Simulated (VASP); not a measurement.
Here is a VASP 6.6.1 calculation.

The input POSCAR:

```
BAs
1.0
    0.0000000000      2.3416000000      2.3416000000
    2.3416000000      0.0000000000      2.3416000000
    2.3416000000      2.3416000000      0.0000000000
B As
1 1
Direct
    0.0000000000      0.0000000000      0.0000000000
    0.2500000000      0.2500000000      0.2500000000
```

Contents of INCAR.step1:

```
ALGO = Normal
EDIFF = 1E-4
ENCUT = 520
GGA = PE
ISMEAR = 0
LASPH = True
LCHARG = False
LREAL = False
LWAVE = True
NBANDS = 11
NELM = 100
PREC = Accurate
SIGMA = 0.02
```

File INCAR.step2:

```
ALGO = Normal
EDIFF = 1E-7
ENCUT = 520
ISIF = 2
ISMEAR = 0
ISTART = 1
IVDW = 12
LASPH = True
LCHARG = False
LMIXTAU = True
LREAL = False
LWAVE = False
METAGGA = R2SCAN
NBANDS = 11
NELM = 100
PREC = Accurate
SIGMA = 0.02
VDW_A1 = 0.49484001
VDW_A2 = 5.73083694
VDW_S6 = 1.0
VDW_S8 = 0.78981345
```

Contents of KPOINTS:

```
k-points
0
Gamma
  10 10 10
```

Potentials or basis: VASP PAW PBE potentials, release 64 (B, As).

Launch:

```console
$ cat potpaw_PBE.64/B/POTCAR potpaw_PBE.64/As/POTCAR > POTCAR
$ cp INCAR.step1 INCAR
$ mpirun -np 1 vasp_std > vasp.out
$ cp INCAR.step2 INCAR
$ mpirun -np 1 vasp_std > vasp.out
```

Task: Estimate the band gap on the k mesh.

Result: 1.30 eV, indirect (least direct gap 3.52 eV).

Task: What does it give for the dispersion energy per atom?

Result: -0.163 eV.

Task: Predict the pressure.

Result: 8.6 GPa.

Caveat: the PAW data sets were made with another functional, which shifts forces and pressure a little. A k mesh can miss the band edges.
